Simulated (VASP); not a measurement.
Wanted: the native input for a VASP 6.6.1 run.

* Task: single point
* Functional: PBE
* Potentials or basis: VASP PAW PBE potentials, release 64 (Nd_3, Hf_pv, F), 4f in core
* Cutoff: 600 eV
* k mesh: 4 × 4 × 4
* Occupations: gaussian, width 0.1 eV
* Spin: no spin polarisation
* Dipole correction: no
* Mended: yes
* Further INCAR settings: ALGO = Normal; EDIFF = 1e-06; NBANDS = 32

The structure of Nd2Hf2F lies in POSCAR:

```
Nd2Hf2F
1.0
    3.9204353548      0.0000000000      0.0000000000
    0.0000000000      3.9204353548      0.0000000000
    0.0000000000      0.0000000000      8.9040133183
Nd Hf F
2 2 1
Direct
    0.5000000000      0.5000000000      0.2004725314
    0.5000000000      0.5000000000      0.7995274686
    0.0000000000      0.5000000000      0.5000000000
    0.5000000000      0.0000000000      0.5000000000
    0.0000000000      0.0000000000      0.0000000000
```

The cell was built from a structure type or drawn by symmetry, and may not be a known phase.

The input as run:

INCAR

```
ALGO = Normal
EDIFF = 1E-6
ENCUT = 600
GGA = PE
GGA_COMPAT = F
ISIF = 2
ISMEAR = 0
LASPH = T
LCHARG = F
LMAXMIX = 6
LREAL = F
LWAVE = F
NBANDS = 32
NELM = 200
PREC = Accurate
SIGMA = 0.1
```

KPOINTS

```
k-points
0
Gamma
  4 4 4
```

Potentials or basis: VASP PAW PBE potentials, release 64 (Nd_3, Hf_pv, F), 4f in core.

The run is started by

```bash
$ cat potpaw_PBE.64/Nd_3/POTCAR potpaw_PBE.64/Hf_pv/POTCAR potpaw_PBE.64/F/POTCAR > POTCAR
$ mpirun -np 1 vasp_std > vasp.out
```

Results of the run:

- Pressure: 0.2 GPa
- Largest force: 0.066 eV/Å
- Band gap on the k mesh: zero (an odd number of electrons rules out a gap without spin polarisation)

Caveat: the k points lie up to 0.40 Å⁻¹ apart, too coarse for converged energies and pressures of a metal; spin-orbit coupling is left out, which moves the levels of the heavy elements; the 4f electrons are frozen in the core, so they carry no moment and show no levels; an odd number of electrons without spin polarisation forces a metal; a magnetic or distorted state may lie lower; the run has no spin polarisation, though such a crystal can be magnetic.

Wall time 50 s on 1 thread of Intel(R) Xeon(R) 6975P-C (Granite Rapids) (shared host), peak memory 0.3 GiB.
